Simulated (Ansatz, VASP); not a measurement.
# CdH6: VASP beside Ansatz

```
Cd H
1.0
     3.51965    0.00000    0.00000
     0.00000    3.51965    0.00000
     0.00000    0.00000    5.44397
Cd H
1 6
Direct
  0.00000 0.00000 0.50000
  0.18051 0.18051 0.00000
  0.81949 0.81949 0.00000
  0.81949 0.18051 0.00000
  0.18051 0.81949 0.00000
  0.50000 0.00000 0.50000
  0.00000 0.50000 0.50000
```

Alike in both runs: functional PBE; k mesh 6 × 6 × 4; occupations gaussian, width 0.1 eV; no spin polarisation.

Ansatz relaxed the structure, and its values are those at the end. VASP's run is a single point on that final structure, the one shown.

|  | VASP | Ansatz |
| --- | --- | --- |
| version | VASP 6.6.1 | Ansatz 0.2.0 |
| potentials or method | VASP PAW PBE potentials, release 64 (Cd, H), cutoff 520 eV | scalar-relativistic, plane waves, PAW |
| valence electrons in the cell | 18 | 26 |

Ansatz gave:

| Property | Result |
| --- | --- |
| gap on the k mesh at the Fermi level (eV) | none |
| pressure (GPa) | 0.3 |
| rms of the force components (eV/Å) | 0.007 |

Question: Estimate VASP's values.

Answer: gap on the k mesh at the Fermi level (eV): none; pressure (GPa): 0.5; rms of the force components (eV/Å): 0.010.

A gap of «none» marks a metal or a gap that the smearing closes. VASP's potentials hold 18 valence electrons a cell and Ansatz's 26, so a difference there can come from the potentials and not from the codes.
